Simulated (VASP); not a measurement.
# Ti3Al5 (P4/mmm) in VASP: further runs, part 2 of 2

VASP 6.6.1. The steps go on from the part before.

### Step 3. Relaxation of shape and atoms at fixed volume, PBEsol (15.98 Å³/atom)

This run uses another cell than the first one, of 15.98 Å³/atom.

Input file INCAR:

```
SYSTEM = Ti3Al5
ALGO = Fast
EDIFF = 1E-7
EDIFFG = -0.001
ENCUT = 600
GGA = PS
IBRION = 2
ISIF = 4
ISMEAR = -1
LASPH = .True.
LCHARG = .False.
LREAL = .False.
LWAVE = .False.
NELM = 80
NSW = 80
PREC = Accurate
SIGMA = 0.15
```

Input file KPOINTS:

```
k-points
0
Gamma
  10 10 4
  0 0 0
```

Input file POSCAR:

```
Ti3Al5
1.0
    3.9204777768      0.0000000000      0.0000000000
    0.0000000000      3.9204777768      0.0000000000
    0.0000000000      0.0000000000      8.3158066620
Ti Al
3 5
Direct
    0.0000000000      0.0000000000      0.5000000000
    0.5000000000      0.5000000000      0.0000000000
    0.5000000000      0.5000000000      0.5000000000
    0.0000000000      0.5000000000      0.2522764692
    0.0000000000      0.5000000000      0.7477235308
    0.5000000000      0.0000000000      0.2522764692
    0.5000000000      0.0000000000      0.7477235308
    0.0000000000      0.0000000000      0.0000000000
```

Potentials or basis: VASP PAW PBE potentials, release 64 (Ti_sv, Al).

Run with:

```
> cat potpaw_PBE.64/Ti_sv/POTCAR potpaw_PBE.64/Al/POTCAR > POTCAR
> mpirun -np 1 vasp_std > vasp.out
```

OUTCAR:

```text
SYSTEM = Ti3Al5
   EDIFF = 1E-7
   EDIFFG = -0.001
   ENCUT = 600
   GGA = PS
   IBRION = 2
   ISIF = 4
   ISMEAR = -1
   LASPH = .True.
   LREAL = .False.
   NELM = 80
   NSW = 80
   PREC = Accurate

 ion  position               nearest neighbor table
   1  0.000  0.000  0.500-   3 2.77   3 2.77   3 2.77   3 2.77   7 2.84   4 2.84   4 2.84   5 2.84
                             5 2.84   6 2.84   7 2.84   6 2.84
   2  0.500  0.500  0.000-   8 2.77   8 2.77   8 2.77   8 2.77   4 2.87   6 2.87   7 2.87   5 2.87
                             4 2.87   5 2.87   6 2.87   7 2.87
   3  0.500  0.500  0.500-   1 2.77   1 2.77   1 2.77   1 2.77   7 2.84   4 2.84   6 2.84   7 2.84
                             5 2.84   4 2.84   5 2.84   6 2.84
   4  0.000  0.500  0.252-   6 2.77   6 2.77   6 2.77   6 2.77   3 2.84   3 2.84   1 2.84   1 2.84
                             2 2.87   2 2.87   8 2.87   8 2.87
   5  0.000  0.500  0.748-   7 2.77   7 2.77   7 2.77   7 2.77   3 2.84   3 2.84   1 2.84   1 2.84
                             2 2.87   2 2.87   8 2.87   8 2.87
   6  0.500  0.000  0.252-   4 2.77   4 2.77   4 2.77   4 2.77   3 2.84   1 2.84   1 2.84   3 2.84
                             2 2.87   2 2.87   8 2.87   8 2.87
   7  0.500  0.000  0.748-   5 2.77   5 2.77   5 2.77   5 2.77   3 2.84   1 2.84   1 2.84   3 2.84
                             2 2.87   2 2.87   8 2.87   8 2.87
   8  0.000  0.000  0.000-   2 2.77   2 2.77   2 2.77   2 2.77   7 2.87   4 2.87   4 2.87   5 2.87
                             5 2.87   6 2.87   7 2.87   6 2.87

  LATTYP: Found a simple tetragonal cell.
 ALAT       =     3.9204777768
 C/A-ratio  =     2.1211207244

  Lattice vectors:

 A1 = (   3.9204777768,   0.0000000000,   0.0000000000)
 A2 = (   0.0000000000,   3.9204777768,   0.0000000000)
 A3 = (   0.0000000000,   0.0000000000,   8.3158066620)

Analysis of symmetry for initial positions (statically):
=====================================================================
 Subroutine PRICEL returns:
 Original cell was already a primitive cell.

 Routine SETGRP: Setting up the symmetry group for a
 simple tetragonal supercell.
[... 178 lines left out ...]
  ---------------------------------------------------
  free energy    TOTEN  =       -48.88381262 eV

  energy without entropy =      -48.49176844  energy(sigma->0) =      -48.68779053

------------------------ aborting loop EDIFF was not reached (unconverged)  ----------------------------

  FORCE on cell =-STRESS in cart. coord.  units (eV):
  Direction    XX          YY          ZZ          XY          YZ          ZX
  --------------------------------------------------------------------------------------
  -------------------------------------------------------------------------------------
  Total       -1.6862012     -1.6862012     -1.6862014      0.0000000     -0.0000000      0.0000000
  in kB      -21.1367202    -21.1367202    -21.1367230      0.0000000     -0.0000000      0.0000000
  external PRESSURE =     -21.1367212 kB  Pullay stress =       0.0000000 kB
[... 29 lines left out ...]
--------------------------------------- Ionic step        2  -------------------------------------------

 number of electron      50.9999999 magnetization

------------------------ aborting loop because EDIFF is reached ----------------------------------------

  FORCE on cell =-STRESS in cart. coord.  units (eV):
  Direction    XX          YY          ZZ          XY          YZ          ZX
  --------------------------------------------------------------------------------------
  -------------------------------------------------------------------------------------
  Total       -1.6911020     -1.6911020     -1.6907391      0.0000000      0.0000000      0.0000000
  in kB      -21.1981525    -21.1981525    -21.1936039      0.0000000      0.0000000      0.0000000
  external PRESSURE =     -21.1966363 kB  Pullay stress =       0.0000000 kB
[... 29 lines left out ...]
--------------------------------------- Ionic step        3  -------------------------------------------

 number of electron      50.9999999 magnetization

 Free energy of the ion-electron system (eV)
  ---------------------------------------------------
  ext. energy  EPLUGINS =         0.00000000
  ---------------------------------------------------
  free energy    TOTEN  =       -48.88409678 eV

  energy without entropy =      -48.49136155  energy(sigma->0) =      -48.68772917

 E-fermi :   8.3548     XC(G=0): -10.9955

 val. band max:        8.3534571600   @ k =   0.3000   0.2000   0.0000
 cond. band min:       8.3560889391   @ k =   0.5000   0.0000   0.0000
 fundamental gap:      0.0026317792
 Fermi energy:         8.3547697897

 k-point     1 :       0.0000    0.0000    0.0000
  band No.  band energies     occupation
      1     -48.1630      2.00000
      2     -48.0474      2.00000
      3     -47.7295      2.00000
      4     -24.5693      2.00000
      5     -24.5569      2.00000
      6     -24.5569      2.00000
[... 781 lines left out ...]
     29       9.3583      0.00248
     30      10.1710      0.00001

 [... further k-points ...]
[... 5 lines left out ...]
  --------------------------------------------------------------------------------------
  -------------------------------------------------------------------------------------
  Total       -1.6798249     -1.6798249     -1.6838529      0.0000000     -0.0000000      0.0000000
  in kB      -21.0567926    -21.0567926    -21.1072841      0.0000000     -0.0000000      0.0000000
  external PRESSURE =     -21.0736231 kB  Pullay stress =       0.0000000 kB
[... 23 lines left out ...]
  FREE ENERGIE OF THE ION-ELECTRON SYSTEM (eV)
  ---------------------------------------------------
  free  energy   TOTEN  =       -48.8840967829 eV

  energy  without entropy=      -48.4913615483  energy(sigma->0) =      -48.68772917

 reached required accuracy - stopping structural energy minimisation
```

CONTCAR:

```text
Ti3Al5
   1.00000000000000
     3.9204777817143541    0.0000000000000000    0.0000000000000000
     0.0000000000000000    3.9204777817143541    0.0000000000000000
     0.0000000000000000   -0.0000000000000000    8.3158066411521219
  Ti              Al
     3     5
Direct
     0.0000000000000000    0.0000000000000000    0.5000000000000000
     0.5000000000000000    0.5000000000000000    0.0000000000000000
     0.5000000000000000    0.5000000000000000    0.5000000000000000
     0.0000000000000000    0.5000000000000000    0.2526493243869200
     0.0000000000000000    0.5000000000000000    0.7473506756130800
     0.5000000000000000    0.0000000000000000    0.2526493243869200
     0.5000000000000000    0.0000000000000000    0.7473506756130800
     0.0000000000000000    0.0000000000000000    0.0000000000000000

  0.00000000E+00  0.00000000E+00  0.00000000E+00
  0.00000000E+00  0.00000000E+00  0.00000000E+00
  0.00000000E+00  0.00000000E+00  0.00000000E+00
  0.00000000E+00  0.00000000E+00  0.00000000E+00
  0.00000000E+00  0.00000000E+00  0.00000000E+00
  0.00000000E+00  0.00000000E+00  0.00000000E+00
  0.00000000E+00  0.00000000E+00  0.00000000E+00
  0.00000000E+00  0.00000000E+00  0.00000000E+00
```

It took 58 min on 1 thread of Intel Xeon 8259CL, shared host; peak memory 0.43 GiB.

What came out:

| Item | Value |
| --- | --- |
| Free energy | -48.8841 eV |
| Energy gained by relaxing | 0.0 meV/atom |
| Ionic steps | 3 |
| Pressure after relaxing | -2.1 GPa |
| Band gap on the k mesh | zero (an odd number of electrons rules out a gap without spin polarisation) |

The path:
```csv
step,energy change (eV),largest force (eV/Å),pressure (GPa),volume (Å³)
1,0.0000,0.0223,-2.11,127.82
2,-0.0002,0.0146,-2.12,127.82
3,-0.0003,0.0003,-2.11,127.82
```

Final structure:
```
Ti Al
1.0
     3.92048    0.00000    0.00000
     0.00000    3.92048    0.00000
     0.00000    0.00000    8.31581
Ti Al
3 5
Cartesian
  0.0000 0.0000 4.1579
  1.9602 1.9602 0.0000
  1.9602 1.9602 4.1579
  0.0000 1.9602 2.1010
  0.0000 1.9602 6.2148
  1.9602 0.0000 2.1010
  1.9602 0.0000 6.2148
  0.0000 0.0000 0.0000
```

Levels at points of the mesh, in eV from the Fermi level:
```tsv
k point	band 22	band 23	band 24	band 25	band 26	band 27	band 28	band 29	band 30
(0.00, 0.00, 0.00)	-0.99	-0.99	-0.82	-0.20	0.17	0.17	0.65	0.98	1.93
(0.50, 0.00, 0.00)	-0.60	-0.46	-0.45	0.00	0.22	0.36	0.76	1.00	1.29
(0.50, 0.50, 0.00)	-1.99	-1.99	-1.46	-1.46	-0.86	-0.15	0.88	1.38	1.68
(0.00, 0.00, 0.50)	-1.18	-0.82	-0.43	-0.09	0.37	0.60	0.60	0.64	1.80
(0.50, 0.00, 0.50)	-0.35	-0.23	-0.18	-0.07	0.16	0.36	0.53	0.76	1.46
(0.50, 0.50, 0.50)	-2.42	-1.09	-1.09	-1.06	-0.81	-0.51	1.30	1.34	1.76
```

Caveat: the PAW data sets were made with another functional, which shifts forces and pressure a little.
